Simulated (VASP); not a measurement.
LiH, 10 atoms in the cell. Symmetry: P-3m1, No. 164, trigonal system. Conventional cell: a = 3.243 Å, b = 3.243 Å, c = 13.358 Å, α = 90.00°, β = 90.00°, γ = 120.00°. Within 3.0 Å of Li (site symmetry 3m) lie 6 H at 2.30 Å and 1 Li at 2.67 Å. Li (site symmetry -3m) has 6 H at 2.30 Å and 2 Li at 2.67 Å within 3.0 Å. Li (site symmetry 3m) has 6 H at 2.30 Å within 3.0 Å. Within 3.0 Å of H (site symmetry 3m) lie 6 Li at 2.30 Å. Within 3.0 Å of H (site symmetry 3m) lie 6 Li at 2.30 Å. H (site symmetry -3m) has 6 Li at 2.30 Å within 3.0 Å. 

```yaml
Program: VASP 6.6.1
Task: single point
Functional: PBE
Potentials_or_basis: VASP PAW PBE potentials, release 64 (Li_sv, H)
Cutoff: 750 eV
k_mesh: 6 × 6 × 2
Occupations: gaussian, width 0.1 eV
Spin: no spin polarisation
Dipole_correction: no
Further_INCAR_settings: ALGO = Normal; EDIFF = 1e-06; NBANDS = 21
```

Potentials or basis: VASP PAW PBE potentials, release 64 (Li_sv, H).

Run with:

```sh
$ cat potpaw_PBE.64/Li_sv/POTCAR potpaw_PBE.64/H/POTCAR > POTCAR
$ mpirun -np 1 vasp_std > vasp.out
```

Hardware: 1 thread of Intel Xeon 8259CL, with other jobs on the host.

Q: How long does it take, and how much memory?

A: Wall time 2.1 min on 1 thread of Intel Xeon 8259CL, with other jobs on the host, peak memory 0.31 GiB. Counts: scf iterations 14, k points 14.
